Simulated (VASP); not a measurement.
Crystal: In.

```
In
1.0
     0.00000    2.36884    2.36884
     2.36884    0.00000    2.36884
     2.36884    2.36884    0.00000
In
1
Cartesian
  0.0000 0.0000 0.0000
```

This cell differs from its parent crystal: Tl replaced by In, lengths x 0.988, strained.

Base run:

```yaml
Program: VASP 6.6.1
Functional: PBE
Potentials_or_basis: VASP PAW PBE potentials, release 64 (In_d)
Cutoff: 500 eV
k_mesh: 16 × 16 × 16
Occupations: gaussian, width 0.1 eV
Spin: no spin polarisation
```

Its results: pressure 1.3 GPa.

Q: The run is repeated on the same cell with these changes: k mesh from 16 × 16 × 16 to 6 × 6 × 6. What comes out?

A: Pressure 0.2 GPa.

Caveats: some runs use coarse meshes.
